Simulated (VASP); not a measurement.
Crystal: SnO (Romarchite).

```
Sn O
1.0
     3.79265    0.00000    0.00000
     0.00000    3.79265    0.00000
     0.00000    0.00000    4.75821
Sn O
2 2
Direct
  0.50000 0.00000 0.24103
  0.00000 0.50000 0.75897
  0.00000 0.00000 0.00000
  0.50000 0.50000 0.00000
```

Base run:

| Property | Result |
| --- | --- |
| Program | VASP 6.6.1 |
| Functional | PBE |
| Potentials or basis | VASP PAW PBE potentials, release 64 (Sn_d, O) |
| Cutoff | 520 eV |
| k mesh | 6 × 6 × 6 |
| Occupations | fermi-dirac, width 0.02 eV |
| Spin | no spin polarisation |

Its results: band gap on the k mesh zero (band 20 reaches 7.50 eV, above the bottom of band 21 at 7.44 eV); pressure 5.6 GPa; largest force 0.583 eV/Å.

**Question.** The run is repeated on the same cell with these changes: functional from PBE to r2SCAN; potentials or basis from VASP PAW PBE potentials, release 64 (Sn_d, O) to VASP PAW PBE potentials, release 64 (Sn_d, O_h); cutoff from 520 eV to 910 eV. What comes out?

**Answer.** Band gap on the k mesh 0.03 eV, indirect (least direct gap 2.20 eV); pressure 1.7 GPa; largest force 0.105 eV/Å.

Caveats: spin-orbit coupling is left out, which moves the levels of the heavy elements; the cutoff is under 1.25 times the usual one of these potentials, so pressure, stress and relaxed cells hold a basis-set (Pulay) error (some runs); the PAW data sets were made with another functional, which shifts forces and pressure a little (some runs).

A k mesh can miss the band edges.
